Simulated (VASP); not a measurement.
Input of a VASP 6.6.1 run:

Contents of INCAR:

```
SYSTEM = C
PREC = Accurate
ENCUT = 520
EDIFF = 1E-6
ISMEAR = 0
SIGMA = 0.05
LREAL = .False.
LASPH = .True.
NELM = 80
ALGO = Normal
ISIF = 2
LWAVE = .False.
LCHARG = .True.
LELF = .True.
LVHAR = .True.
NBANDS = 11
```

The input KPOINTS:

```
Automatic mesh
0
Gamma
  12 12 12
  0 0 0
```

File POSCAR:

```
C
1.0
    0.0000000000      1.8364009109      1.8893740141
    1.5715353949      0.0000000000      1.8893740141
    1.5715353949      1.8364009109      0.0000000000
C
2
Direct
    0.5000000000      0.5000000000      0.5000000000
    0.7500000000      0.7500000000      0.7500000000
```

Potentials or basis: VASP PAW LDA potentials, release 64 (C).

Run with:

```console
$ cat potpaw_LDA.64/C/POTCAR > POTCAR
$ mpirun -np 1 vasp_std > vasp.out
```

Q: Predict the band gap on the k mesh.

A: 0.08 eV, indirect (least direct gap 3.09 eV).

Q: Estimate the pressure.

A: 6.5 GPa.

Stress tensor (GPa, compression positive):
```
 96.63   0.00   0.00
  0.00 -20.27   0.00
  0.00   0.00 -56.93
```

Caveat: the cell differs from its parent crystal (strain +e along x and -e along y -0.0750, strain +e along z and -e/2 along x and y +0.0700). A k mesh can miss the band edges.
